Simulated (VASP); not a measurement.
A run of VASP 6.6.1 is set up as follows.

File INCAR:

```
ALGO = Normal
EDIFF = 1E-6
ENCUT = 520
GGA = PE
ISIF = 2
ISMEAR = 0
ISPIN = 2
LASPH = True
LCHARG = True
LELF = True
LMAXMIX = 4
LORBIT = 11
LREAL = False
LVHAR = True
LWAVE = False
MAGMOM = 1 -1 0 0
NBANDS = 32
NELM = 150
PREC = Accurate
SIGMA = 0.1
```

KPOINTS

```
k-points
0
Gamma
  12 12 6
```

The input POSCAR:

```
TeW
1.0
    0.0000000000      3.0618296945      3.0618296945
    3.0618296945      0.0000000000      3.0618296945
    6.1236593890      6.1236593890      0.0000000000
W Te
2 2
Direct
    0.0000000000      1.0000000000      1.0000000000
    0.0000000000      1.0000000000      0.5000000000
    0.2500000000      0.2500000000      0.1250000000
    0.2500000000      0.2500000000      0.6250000000
```

Potentials or basis: VASP PAW PBE potentials, release 64 (W_sv, Te).

Command:

```sh
$ cat potpaw_PBE.64/W_sv/POTCAR potpaw_PBE.64/Te/POTCAR > POTCAR
$ mpirun -np 1 vasp_std > vasp.out
```

(1) Predict the pressure.

(2) Predict the site moments.

(3) Estimate the net moment.

## Answers

(1) 0.3 GPa.

(2) W +1.12, -1.12; Te -0.02, +0.02 μB.

(3) 0.00 μB per cell.
